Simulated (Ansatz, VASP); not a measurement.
# In5O in VASP and in Ansatz

Contents of INCAR:

```
ALGO = Normal ; EDIFF = 1E-6
ENCUT = 520 ; GGA = PE
ISIF = 2 ; ISMEAR = 0
LASPH = True ; LCHARG = False
LREAL = False ; LWAVE = False
NBANDS = 44 ; NELM = 80
PREC = Accurate ; SIGMA = 0.1
```

KPOINTS

```
k-points
0
Gamma
  4 4 4
```

File POSCAR:

```
In5O
1.0
    0.0000000000      3.8770417900      3.8770417900
    3.8770417900      0.0000000000      3.8770417900
    3.8770417900      3.8770417900      0.0000000000
In O
5 1
Direct
    0.1250000000      0.6250000000      0.6250000000
    0.6250000000      0.6250000000      0.6250000000
    0.6250000000      0.1250000000      0.6250000000
    0.6250000000      0.6250000000      0.1250000000
    0.2500000000      0.2500000000      0.2500000000
    0.0000000000      0.0000000000      0.0000000000
```

Input for Ansatz:

```yaml
crystal:
  lattice:
    - [0.0, 3.87704179, 3.87704179]
    - [3.87704179, 0.0, 3.87704179]
    - [3.87704179, 3.87704179, 0.0]
  atoms:
    - { symbol: In, position: [0.125, 0.625, 0.625] }
    - { symbol: In, position: [0.625, 0.625, 0.625] }
    - { symbol: In, position: [0.625, 0.125, 0.625] }
    - { symbol: In, position: [0.625, 0.625, 0.125] }
    - { symbol: In, position: [0.25, 0.25, 0.25] }
    - { symbol: O, position: [0.0, 0.0, 0.0] }
basis:
  ecutwfc: 420
kpoints:
  mp_grid: { grid: [4, 4, 4] }
hamiltonian:
  xc: pbe
scf:
  occupations: { method: gaussian, width: 0.1 }
  lower_state_search: "off"
output:
  forces: true
  stress: true
  eigenvalues: true
```

Change from the starting cell: species swapped into the TmCu5 type (F-43m, No. 216).

Alike in both runs: task single point; functional PBE; k mesh 4 × 4 × 4; occupations gaussian, width 0.1 eV; no spin polarisation.

```csv
,VASP,Ansatz
version,VASP 6.6.1,Ansatz 0.2.0
potentials or method,"VASP PAW PBE potentials, release 64 (In_d, O), cutoff 520 eV","scalar-relativistic, plane waves, PAW"
valence electrons in the cell,71,71
```

|  | VASP | Ansatz | Ansatz less VASP |
| --- | --- | --- | --- |
| gap on the k mesh at the Fermi level (eV) | none | none | - |
| pressure (GPa) | 22.8 | 22.9 | +0.03 |

A gap of «none» marks a metal or a gap that the smearing closes. The functional is the same, so the differences come from potentials, cutoffs and numerics.
